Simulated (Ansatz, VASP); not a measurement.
**One calculation of In, two programs**

INCAR

```
SYSTEM = In
PREC     = Accurate       ! precision mode
ENCUT    = 520            ! plane-wave cutoff, eV
EDIFF    = 1E-8           ! SCF threshold, eV
ISMEAR   = -1             ! smearing method
SIGMA    = 0.05           ! smearing width, eV
LREAL    = .FALSE.        ! projectors in reciprocal space
LASPH    = .TRUE.         ! aspherical terms in the spheres
NELM     = 80             ! most SCF steps
ALGO     = Normal         ! electronic algorithm
ISIF     = 2              ! what is computed and relaxed
LWAVE    = .FALSE.        ! write WAVECAR
LCHARG   = .FALSE.        ! write CHGCAR
GGA      = PE             ! functional
LEFG     = .TRUE.       
NBANDS   = 26             ! bands
```

KPOINTS

```
Automatic mesh
0
G
  14 14 14
  0 0 0
```

POSCAR

```
In
1.0
    1.7023831070      0.9828713451      8.3684347693
   -1.7023831070      0.9828713451      8.3684347693
    0.0000000000     -1.9657426902      8.3684347693
In
3
Direct
    0.0000000000      0.0000000000      0.0000000000
    0.7780122400      0.7780122400      0.7780122400
    0.2219877600      0.2219877600      0.2219877600
```

Input for Ansatz:

```yaml
crystal:
  lattice:
    - [1.702383107, 0.9828713451, 8.3684347693]
    - [-1.702383107, 0.9828713451, 8.3684347693]
    - [0.0, -1.9657426902, 8.3684347693]
  atoms:
    - { symbol: In, position: [0.0, 0.0, 0.0] }
    - { symbol: In, position: [0.77801224, 0.77801224, 0.77801224] }
    - { symbol: In, position: [0.22198776, 0.22198776, 0.22198776] }
kpoints:
  mp_grid: { grid: [14, 14, 14] }
scf:
  occupations: { method: fermi_dirac, width: 0.05 }
hamiltonian:
  xc: pbe
  pseudopotentials: { kind: all_electron, datasets: crystal }
output:
  forces: true
  stress: true
  eigenvalues: true
  efg: { contact_densities: true }
```

Change from the starting cell: volume scaled by 1.06, crystal datasets.

Alike in both runs: task electric field gradients; functional PBE; k mesh 14 × 14 × 14; occupations fermi-dirac, width 0.05 eV; no spin polarisation.

```csv
,VASP,Ansatz
version,VASP 6.6.1,Ansatz 0.2.0
potentials or method,"VASP PAW PBE potentials, release 64 (In_d), cutoff 520 eV","all-electron PAW with datasets made for the crystal, scalar-relativistic"
```

```csv
,VASP,Ansatz,Ansatz less VASP
pressure (GPa),-0.5,-0.5,+0.03
"traceless stress, the component that is largest in VASP (GPa)",0.11,0.11,-0.003
size of Vzz on the site where it differs most (V/Å²),4.3,4.7,+0.35
```

Ansatz ran all-electron here, and VASP with PAW potentials.
